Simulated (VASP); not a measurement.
A run of VASP 6.6.1 is set up as follows.

Contents of INCAR:

```
SYSTEM = HCl
PREC = Accurate ; ENCUT = 520
EDIFF = 1E-6 ; ISMEAR = -1
SIGMA = 0.02 ; LREAL = .FALSE.
LASPH = .TRUE. ; NELM = 80
ALGO = Normal ; ISIF = 2
LWAVE = .FALSE. ; LCHARG = .FALSE.
GGA = PE ; NBANDS = 36
```

KPOINTS

```
Automatic mesh
0
G
  1 1 1
  0 0 0
```

File POSCAR:

```
HCl
1.0
    6.5061090000      0.0000000000      0.0000000000
    0.0000000000      6.5061090000      0.0000000000
    0.0000000000      0.0000000000      6.5061090000
Cl H
6 6
Direct
    1.1304759880      0.6376776042      0.5599352854
    0.7107320212      0.6148682723      1.0087442433
    0.4000394091      0.8849375256      0.3438306982
    0.3176552990      0.3363607957      0.8490020687
    0.6722912266     -0.0092989527      0.7066435561
   -0.0555324235      0.1117565045      0.1432038719
    0.9646933367      0.5414296010      0.6801607535
    0.6992043939      0.7698610644      0.8448982333
    0.2516865303      0.8569330763      0.2207463785
    0.3618599074      0.3585092103      1.0460937559
    0.5706636640      0.1396687329      0.7944379659
    0.0301870135      0.2417266603      0.0214874974
```

Potentials or basis: VASP PAW PBE potentials, release 64 (Cl, H).

Command:

```bash
$ cat potpaw_PBE.64/Cl/POTCAR potpaw_PBE.64/H/POTCAR > POTCAR
$ mpirun -np 1 vasp_gam > vasp.out
```

Task: What does it give for the pressure?

Result: 1.1 GPa.

Task: What does it give for the band gap on the k mesh?

Result: 4.57 eV.

Task: What does it give for the largest force?

Result: 3.671 eV/Å.

Forces on the atoms (eV/Å):
```
Cl  -3.051 -1.314  1.563
Cl   0.425  0.619 -1.202
Cl   0.796  0.529 -0.112
Cl   0.187 -0.115  1.121
Cl   0.659  0.481 -1.054
Cl  -0.246 -0.110  0.396
H    2.166  1.251 -1.552
H   -0.122 -1.250  1.909
H   -0.541 -0.028 -0.507
H    0.016 -0.145 -0.747
H   -0.326  0.017  0.304
H    0.034  0.065 -0.119
```

Caveat: the k points lie up to 0.97 Å⁻¹ apart.
